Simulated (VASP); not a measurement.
# AsRu (rocksalt type) (Fm-3m) in VASP: a series of runs

The runs below take AsRu (rocksalt type) through single point, with LDA.

Everything below comes from runs of VASP 6.6.1. Logs are shortened: lines on timing, memory, paths and dates and some standing lists are left out, and cuts for length are marked.

## 1. The cell of the first run

It takes space group Fm-3m (No. 225, cubic). Conventional cell: a = 4.809 Å, b = 4.809 Å, c = 4.809 Å, α = 90.00°, β = 90.00°, γ = 90.00°. Ru (site symmetry m-3m) has 6 As at 2.40 Å within 3.2 Å. Within 3.2 Å of As (site symmetry m-3m) lie 6 Ru at 2.40 Å.

## 2. Single point, LDA (13.90 Å³/atom)

File INCAR:

```
SYSTEM = AsRu
PREC = Accurate
ENCUT = 500
EDIFF = 1E-6
ISMEAR = -1
SIGMA = 0.08
LREAL = .False.
LASPH = .True.
NELM = 120
ALGO = Normal
ISIF = 2
LWAVE = .False.
LCHARG = .False.
GGA = CA
NBANDS = 16
GGA_COMPAT = .False.
```

File KPOINTS:

```
Automatic mesh
0
Gamma
  14 14 14
  0 0 0
```

File POSCAR:

```
AsRu
1.0
    0.0000000000      2.4046371773      2.4046371773
    2.4046371773      0.0000000000      2.4046371773
    2.4046371773      2.4046371773      0.0000000000
Ru As
1 1
Direct
    0.0000000000      0.0000000000      0.0000000000
    0.5000000000      0.5000000000      0.5000000000
```

Potentials or basis: VASP PAW LDA potentials, release 64 (Ru_pv, As).

On the command line:

```sh
$ cat potpaw_LDA.64/Ru_pv/POTCAR potpaw_LDA.64/As/POTCAR > POTCAR
$ mpirun -np 1 vasp_std > vasp.out
```

OUTCAR:

```text
SYSTEM = AsRu
   PREC = Accurate
   ENCUT = 500
   EDIFF = 1E-6
   ISMEAR = -1
   LREAL = .False.
   LASPH = .True.
   NELM = 120
   ISIF = 2
   GGA = CA

 ion  position               nearest neighbor table
   1  0.000  0.000  0.000-   2 2.40   2 2.40   2 2.40   2 2.40   2 2.40   2 2.40
   2  0.500  0.500  0.500-   1 2.40   1 2.40   1 2.40   1 2.40   1 2.40   1 2.40

  LATTYP: Found a face centered cubic cell.
 ALAT       =     4.8092743546

  Lattice vectors:

 A1 = (   0.0000000000,   2.4046371773,   2.4046371773)
 A2 = (   2.4046371773,   0.0000000000,   2.4046371773)
 A3 = (   2.4046371773,   2.4046371773,   0.0000000000)

Analysis of symmetry for initial positions (statically):
=====================================================================
 Subroutine PRICEL returns:
 Original cell was already a primitive cell.

 Routine SETGRP: Setting up the symmetry group for a
 face centered cubic supercell.

 Subroutine GETGRP returns: Found 48 space group operations
 (whereof 48 operations were pure point group operations)
 out of a pool of 48 trial point group operations.

The static configuration has the point symmetry O_h .

Analysis of symmetry for dynamics (positions and initial velocities):
=====================================================================
 Subroutine PRICEL returns:
 Original cell was already a primitive cell.

 Routine SETGRP: Setting up the symmetry group for a
 face centered cubic supercell.

 Subroutine GETGRP returns: Found 48 space group operations
 (whereof 48 operations were pure point group operations)
 out of a pool of 48 trial point group operations.

The dynamic configuration has the point symmetry O_h .

 Subroutine INISYM returns: Found 48 space group operations
 (whereof 48 operations are pure point group operations),
 and found     1 'primitive' translations

----------------------------------------------------------------------------------------

                                     Primitive cell

  volume of cell :      27.8086

  direct lattice vectors                    reciprocal lattice vectors
     0.000000000  2.404637177  2.404637177    -0.207931577  0.207931577  0.207931577
     2.404637177  0.000000000  2.404637177     0.207931577 -0.207931577  0.207931577
     2.404637177  2.404637177  0.000000000     0.207931577  0.207931577 -0.207931577

  length of vectors
     3.400670509  3.400670509  3.400670509     0.360148056  0.360148056  0.360148056

  position of ions in fractional coordinates (direct lattice)
     0.000000000  0.000000000  0.000000000
     0.500000000  0.500000000  0.500000000

  ion indices of the primitive-cell ions
   primitive index   ion index
                 1           1
                 2           2

----------------------------------------------------------------------------------------

 KPOINTS: Automatic mesh

Automatic generation of k-mesh.
 Grid dimensions read from file:
 generate k-points for:   14   14   14

 Generating k-lattice:

  Cartesian coordinates                     Fractional coordinates (reciprocal lattice)
    -0.014852255  0.014852255  0.014852255     0.071428571  0.000000000  0.000000000
     0.014852255 -0.014852255  0.014852255     0.000000000  0.071428571  0.000000000
     0.014852255  0.014852255 -0.014852255     0.000000000  0.000000000  0.071428571

  Length of vectors
     0.025724861  0.025724861  0.025724861

  Shift w.r.t. Gamma in fractional coordinates (k-lattice)
     0.000000000  0.000000000  0.000000000

 Subroutine IBZKPT returns following result:
 ===========================================

 Found    104 irreducible k-points:

 Following reciprocal coordinates:
            Coordinates               Weight
  0.000000  0.000000  0.000000      1.000000
  0.071429  0.000000  0.000000      8.000000
  0.142857  0.000000  0.000000      8.000000
  0.214286  0.000000  0.000000      8.000000
  0.285714  0.000000  0.000000      8.000000
  0.357143  0.000000  0.000000      8.000000
[... 16 lines left out ...]
  0.214286  0.142857  0.000000     24.000000
  0.285714  0.142857  0.000000     24.000000
 [... further k-points ...]
   k-points           NKPTS =    104   k-points in BZ     NKDIM =    104   number of bands    NBANDS=     16
   number of dos      NEDOS =    301   number of ions     NIONS =      2
   total plane-waves  NPLWV =  21952
   dimension x,y,z NGX =    28 NGY =   28 NGZ =   28
   dimension x,y,z NGXF=    56 NGYF=   56 NGZF=   56
   ions per type =               1   1
   NGX,Y,Z   is equivalent  to a cutoff of  13.69, 13.69, 13.69 a.u.
   NGXF,Y,Z  is equivalent  to a cutoff of  27.38, 27.38, 27.38 a.u.
 SYSTEM =  AsRu
   PREC   = accura    normal or accurate (medium, high low for compatibility)
   ISTART =      0    job   : 0-new  1-cont  2-samecut
   ICHARG =      2    charge: 1-file 2-atom 10-const
   ISPIN  =      1    spin polarized calculation?
   LNONCOLLINEAR =      F non collinear calculations
   LSORBIT =      F    spin-orbit coupling
   LASPH  =      T    aspherical Exc in radial PAW
   ENCUT  =  500.0 eV  36.75 Ry    6.06 a.u.   6.20  6.20  6.20*2*pi/ulx,y,z
   NELM   =    120;   NELMIN=  2; NELMDL= -5     # of ELM steps
   EDIFF  = 0.1E-05   stopping-criterion for ELM
   LREAL  =      F    real-space projection
   EDIFFG = 0.1E-04   stopping-criterion for IOM
   NSW    =      0    number of steps for IOM
   IBRION =     -1    ionic relax: 0-MD 1-quasi-New 2-CG
   NFREE  =      0    steps in history (QN), initial steepest desc. (CG)
   ISIF   =      2    stress and relaxation
   ISYM   =      2    0-nonsym 1-usesym 2-fastsym
   POTIM  = 0.5000    time-step for ionic-motion
   TEBEG  =    0.0;   TEEND  =   0.0 temperature during run
   PSTRESS=    0.0 pullay stress
   NELECT =      19.0000    total number of electrons
   NUPDOWN=      -1.0000    fix difference up-down
   EMIN   =  10.00;   EMAX   =-10.00  energy-range for DOS
   EFERMI =   0.00;   METHOD = LEGACY
   ISMEAR =    -1;   SIGMA  =   0.08  broadening in eV -4-tet -1-fermi 0-gaus
   EFERMI_NEDOS =   21; number of points for ismear=-14 and -15
   IALGO  =     38    algorithm
   IMIX   =      4    mixing-type and parameters
     AMIX     =   0.40;   BMIX     =  1.00
     AMIX_MAG =   1.60;   BMIX_MAG =  1.00
  volume/ion in A,a.u.               =      13.90        93.83
[... 37 lines left out ...]
      3     -30.9439      2.00000
      4      -3.5704      2.00000
      5       8.4186      2.00000
      6       8.4186      2.00000
[... 8 lines left out ...]
     15      22.8380      0.00000
     16      25.4202      0.00000

 k-point     2 :       0.0714    0.0000    0.0000
  band No.  band energies     occupation
      1     -30.9501      2.00000
      2     -30.9443      2.00000
      3     -30.9443      2.00000
      4      -3.4700      2.00000
      5       8.2202      2.00000
      6       8.3577      2.00000
[... 8 lines left out ...]
     15      22.8380      0.00000
     16      24.9960      0.00000

 k-point     3 :       0.1429    0.0000    0.0000
  band No.  band energies     occupation
      1     -30.9675      2.00000
      2     -30.9453      2.00000
      3     -30.9453      2.00000
      4      -3.1741      2.00000
      5       7.6221      2.00000
      6       7.8118      2.00000
[... 8 lines left out ...]
     15      22.8378      0.00000
     16      24.3751      0.00000

 k-point     4 :       0.2143    0.0000    0.0000
  band No.  band energies     occupation
      1     -30.9926      2.00000
      2     -30.9469      2.00000
      3     -30.9469      2.00000
      4      -2.6990      2.00000
      5       6.6860      2.00000
      6       7.1710      2.00000
[... 8 lines left out ...]
     15      22.8426      0.00000
     16      23.1625      0.00000

 k-point     5 :       0.2857    0.0000    0.0000
  band No.  band energies     occupation
      1     -31.0204      2.00000
      2     -30.9486      2.00000
      3     -30.9486      2.00000
      4      -2.0757      2.00000
      5       5.5710      2.00000
      6       6.6150      2.00000
[... 8 lines left out ...]
     15      21.8640      0.00000
     16      22.8371      0.00000

 k-point     6 :       0.3571    0.0000    0.0000
  band No.  band energies     occupation
      1     -31.0452      2.00000
      2     -30.9501      2.00000
      3     -30.9501      2.00000
      4      -1.3630      2.00000
      5       4.4521      2.00000
      6       6.1967      2.00000
[... 8 lines left out ...]
     15      20.6865      0.00000
     16      22.8373      0.00000

 k-point     7 :       0.4286    0.0000    0.0000
  band No.  band energies     occupation
      1     -31.0623      2.00000
      2     -30.9512      2.00000
      3     -30.9512      2.00000
      4      -0.6939      2.00000
      5       3.5236      2.00000
      6       5.9388      2.00000
[... 8 lines left out ...]
     15      19.7408      0.00000
     16      22.8373      0.00000

 k-point     8 :       0.5000    0.0000    0.0000
  band No.  band energies     occupation
      1     -31.0683      2.00000
      2     -30.9515      2.00000
      3     -30.9515      2.00000
      4      -0.3796      2.00000
      5       3.1209      2.00000
      6       5.8517      2.00000
[... 8 lines left out ...]
     15      19.2248      0.00000
     16      22.8373      0.00000

 k-point     9 :       0.0714    0.0714    0.0000
  band No.  band energies     occupation
      1     -30.9489      2.00000
      2     -30.9460      2.00000
      3     -30.9460      2.00000
      4      -3.4378      2.00000
      5       8.1477      2.00000
      6       8.3146      2.00000
[... 8 lines left out ...]
     15      22.8381      0.00000
     16      24.8131      0.00000
[... 172 lines left out ...]
 k-point    19 :      -0.2143    0.0714    0.0000
  band No.  band energies     occupation
      1     -31.0021      2.00000
      2     -30.9547      2.00000
      3     -30.9448      2.00000
      4      -2.4359      2.00000
      5       6.2039      2.00000
      6       6.7985      2.00000
[... 8 lines left out ...]
     15      22.8366      0.00000
     16      22.8367      0.00000

 k-point    20 :      -0.1429    0.0714    0.0000
  band No.  band energies     occupation
      1     -30.9768      2.00000
      2     -30.9520      2.00000
      3     -30.9436      2.00000
      4      -2.9539      2.00000
      5       7.1876      2.00000
      6       7.3703      2.00000
[... 8 lines left out ...]
     15      22.8366      0.00000
     16      23.5822      0.00000

 k-point    21 :      -0.0714    0.0714    0.0000
  band No.  band energies     occupation
      1     -30.9582      2.00000
      2     -30.9483      2.00000
      3     -30.9434      2.00000
      4      -3.3057      2.00000
      5       7.9589      2.00000
      6       7.9911      2.00000
[... 8 lines left out ...]
     15      22.8378      0.00000
     16      24.1710      0.00000

 k-point    22 :       0.1429    0.1429    0.0000
  band No.  band energies     occupation
      1     -30.9632      2.00000
      2     -30.9521      2.00000
      3     -30.9521      2.00000
      4      -3.0626      2.00000
      5       6.9269      2.00000
      6       8.0381      2.00000
[... 8 lines left out ...]
     15      22.8375      0.00000
     16      23.7956      0.00000

 k-point    23 :       0.2143    0.1429    0.0000
  band No.  band energies     occupation
      1     -30.9796      2.00000
      2     -30.9558      2.00000
      3     -30.9535      2.00000
      4      -2.7396      2.00000
      5       6.2952      2.00000
      6       7.6049      2.00000
[... 8 lines left out ...]
     15      22.6318      0.00000
     16      22.8450      0.00000

 k-point    24 :       0.2857    0.1429    0.0000
  band No.  band energies     occupation
      1     -31.0031      2.00000
      2     -30.9588      2.00000
      3     -30.9549      2.00000
      4      -2.2659      2.00000
      5       5.6541      2.00000
      6       6.9833      2.00000
[... 8 lines left out ...]
     15      22.8358      0.00000
     16      22.9514      0.00000

 [... further k-points ...]

------------------------ aborting loop because EDIFF is reached ----------------------------------------

  FORCE on cell =-STRESS in cart. coord.  units (eV):
  Direction    XX          YY          ZZ          XY          YZ          ZX
  --------------------------------------------------------------------------------------
  -------------------------------------------------------------------------------------
  Total        4.5211942      4.5211942      4.5211942     -0.0000000      0.0000000     -0.0000000
  in kB      260.4864156    260.4864156    260.4864156     -0.0000000      0.0000000     -0.0000000
  external PRESSURE =     260.4864156 kB  Pullay stress =       0.0000000 kB

 VOLUME and BASIS-vectors are now :
 -----------------------------------------------------------------------------
  energy-cutoff  :      500.00
  volume of cell :       27.81
      direct lattice vectors                 reciprocal lattice vectors
     0.000000000  2.404637177  2.404637177    -0.207931577  0.207931577  0.207931577
     2.404637177  0.000000000  2.404637177     0.207931577 -0.207931577  0.207931577
     2.404637177  2.404637177  0.000000000     0.207931577  0.207931577 -0.207931577

 POSITION                                       TOTAL-FORCE (eV/Angst)
 -----------------------------------------------------------------------------------
      0.00000      0.00000      0.00000         0.000000      0.000000      0.000000
      2.40464      2.40464      2.40464        -0.000000      0.000000     -0.000000
 -----------------------------------------------------------------------------------
    total drift:                               -0.000000      0.000000      0.000000

  FREE ENERGIE OF THE ION-ELECTRON SYSTEM (eV)
  ---------------------------------------------------
  free  energy   TOTEN  =       -15.2072936909 eV

  energy  without entropy=      -15.1509913379  energy(sigma->0) =      -15.17914251
```

Run time: 59 s. Hardware: 1 thread of Intel Xeon Platinum 8259CL at 2.50GHz (Skylake/Cascade Lake), shared host; peak memory 0.17 GiB.

Results:

* Free energy: -15.2073 eV
* Pressure: 26.0 GPa
* Band gap on the k mesh: zero (an odd number of electrons rules out a gap without spin polarisation)

Levels at points of the mesh, in eV from the Fermi level:
| k point | band 7 | band 8 | band 9 | band 10 | band 11 | band 12 |
| --- | --- | --- | --- | --- | --- | --- |
| (0.00, 0.00, 0.00) | -3.06 | -2.68 | -2.68 | 0.76 | 0.76 | 0.76 |
| (0.50, 0.00, 0.00) | -5.63 | -1.20 | -1.20 | 0.10 | 4.31 | 6.94 |
| (0.50, 0.50, 0.00) | -2.02 | -2.02 | -1.83 | -0.59 | -0.59 | 1.30 |

Caveat: the cell stands under pressure.

## 3. Single point, LDA

File INCAR:

```
ALGO = Normal ; EDIFF = 1E-6
ENCUT = 500 ; GGA = CA
GGA_COMPAT = F ; ISIF = 2
ISMEAR = -1 ; LASPH = T
LCHARG = T ; LELF = T
LREAL = F ; LVHAR = T
LWAVE = F ; NBANDS = 16
NELM = 120 ; PREC = Accurate
SIGMA = 0.08
```

File KPOINTS:

```
k-points
0
Gamma
  14 14 14
```

File POSCAR:

```
AsRu
1.0
    0.0000000000      2.4042394615      2.4042394615
    2.4042394615      0.0000000000      2.4042394615
    2.4042394615      2.4042394615      0.0000000000
Ru As
1 1
Direct
    0.0000000000      0.0000000000      0.0000000000
    0.5000000000      0.5000000000      0.5000000000
```

Potentials or basis: VASP PAW LDA potentials, release 64 (Ru_pv, As).

On the command line:

```sh
$ cat potpaw_LDA.64/Ru_pv/POTCAR potpaw_LDA.64/As/POTCAR > POTCAR
$ mpirun -np 1 vasp_std > vasp.out
```

Wall time 61 s (1 thread of Intel Xeon Platinum 8259CL at 2.50GHz (Skylake/Cascade Lake), shared host); peak memory 0.17 GiB.

It converged, with:

| Item | Value |
| --- | --- |
| Free energy | -15.2050 eV |
| Pressure | 26.2 GPa |
| Band gap on the k mesh | zero (an odd number of electrons rules out a gap without spin polarisation) |

Levels at points of the mesh, in eV from the Fermi level:
| k point | band 5 | band 6 | band 7 | band 8 | band 9 | band 10 | band 11 | band 12 | band 13 | band 14 |
| --- | --- | --- | --- | --- | --- | --- | --- | --- | --- | --- |
| (0.00, 0.00, 0.00) | -3.06 | -3.06 | -3.06 | -2.69 | -2.69 | 0.76 | 0.76 | 0.76 | 8.01 | 9.00 |
| (0.50, 0.00, 0.00) | -8.36 | -5.63 | -5.63 | -1.20 | -1.20 | 0.10 | 4.31 | 6.94 | 6.94 | 7.75 |
| (0.50, 0.50, 0.00) | -5.96 | -4.75 | -2.02 | -2.02 | -1.83 | -0.59 | -0.59 | 1.30 | 4.83 | 10.46 |

Caveat: the cell stands under pressure.

## 4. Single point, LDA

File INCAR:

```
SYSTEM = AsRu
  ALGO = Normal
  EDIFF = 1E-6
  ENCUT = 500
  GGA = CA
  GGA_COMPAT = .FALSE.
  ISIF = 2
  ISMEAR = -1
  LASPH = .TRUE.
  LCHARG = .FALSE.
  LREAL = .FALSE.
  LWAVE = .FALSE.
  NBANDS = 16
  NELM = 120
  PREC = Accurate
  SIGMA = 0.08
```

File KPOINTS:

```
k-points
0
G
  14 14 14
  0 0 0
```

File POSCAR:

```
AsRu
1.0
    0.0000000000      2.4045537330      2.4045537330
    2.4045537330      0.0000000000      2.4045537330
    2.4045537330      2.4045537330      0.0000000000
Ru As
1 1
Direct
    0.0000000000      0.0000000000      0.0000000000
    0.5000000000      0.5000000000      0.5000000000
```

On the command line:

```sh
$ cat potpaw_LDA.64/Ru_pv/POTCAR potpaw_LDA.64/As/POTCAR > POTCAR
$ mpirun -np 1 vasp_std > vasp.out
```

Wall time 53 s (1 thread of Intel Xeon Platinum 8259CL at 2.50GHz (Skylake/Cascade Lake), shared host); peak memory 0.17 GiB.

It converged, with:

```
Free energy            : -15.2068 eV
Pressure               : 26.1 GPa
Band gap on the k mesh : zero (an odd number of electrons rules out a gap without spin polarisation)
```

Levels at points of the mesh, in eV from the Fermi level:
```
           k point  band 7  band 8  band 9  band 10  band 11  band 12
(0.00, 0.00, 0.00)   -3.06   -2.68   -2.68     0.76     0.76     0.76
(0.50, 0.00, 0.00)   -5.63   -1.20   -1.20     0.10     4.31     6.94
(0.50, 0.50, 0.00)   -2.02   -2.02   -1.83    -0.59    -0.59     1.30
```

Caveat: the cell stands under pressure.

## 5. Single point, LDA

This run uses another cell than the first one, of 15.38 Å³/atom.

File INCAR:

```
PREC = Accurate ; ENCUT = 500
EDIFF = 1E-6 ; ISMEAR = -1
SIGMA = 0.08 ; LREAL = False
LASPH = True ; NELM = 120
ALGO = Normal ; ISIF = 2
LWAVE = False ; LCHARG = True
GGA = CA ; LELF = True
LVHAR = True ; NBANDS = 16
GGA_COMPAT = False
```

File KPOINTS:

```
regular mesh
0
Gamma
  14 14 14
```

File POSCAR:

```
AsRu
1.0
    0.0000000000      2.4869100677      2.4869100677
    2.4869100677      0.0000000000      2.4869100677
    2.4869100677      2.4869100677      0.0000000000
Ru As
1 1
Direct
    0.0000000000      0.0000000000      0.0000000000
    0.5000000000      0.5000000000      0.5000000000
```

On the command line:

```sh
$ cat potpaw_LDA.64/Ru_pv/POTCAR potpaw_LDA.64/As/POTCAR > POTCAR
$ mpirun -np 1 vasp_std > vasp.out
```

It took 55 s on 1 thread of Intel Xeon Platinum 8259CL at 2.50GHz (Skylake/Cascade Lake), shared host; peak memory 0.18 GiB.

The run converged. Its results:

- Free energy: -15.4337 eV
- Pressure: 0.7 GPa
- Band gap on the k mesh: zero (an odd number of electrons rules out a gap without spin polarisation)

Levels at points of the mesh, in eV from the Fermi level:
```csv
k point,band 6,band 7,band 8,band 9,band 10,band 11,band 12,band 13
"(0.00, 0.00, 0.00)",-2.55,-2.55,-2.29,-2.29,0.71,0.71,0.71,6.77
"(0.50, 0.00, 0.00)",-4.94,-4.94,-0.98,-0.98,0.08,4.33,6.13,6.13
"(0.50, 0.50, 0.00)",-3.99,-1.82,-1.82,-1.57,-0.47,-0.47,1.05,4.08
```

## 6. Overview

```csv
cell,gap on the mesh (eV),pressure (GPa)
"a = 3.401 Å, angles 60.0°, 2 atoms",none,26.1
"a = 3.400 Å, angles 60.0°, 2 atoms",none,26.2
"a = 3.517 Å, angles 60.0°, 2 atoms",none,0.7
```

Alike in all rows: task single point; level LDA; potentials or basis VASP PAW LDA potentials, release 64 (Ru_pv, As); no spin polarisation; k mesh 14 × 14 × 14; cutoff (eV) 500; smearing fermi-dirac 0.08 eV.

Caveats: the cell stands under pressure (at least some runs).

Total energies depend on the potentials used, so only differences within one code and one set of settings carry meaning.
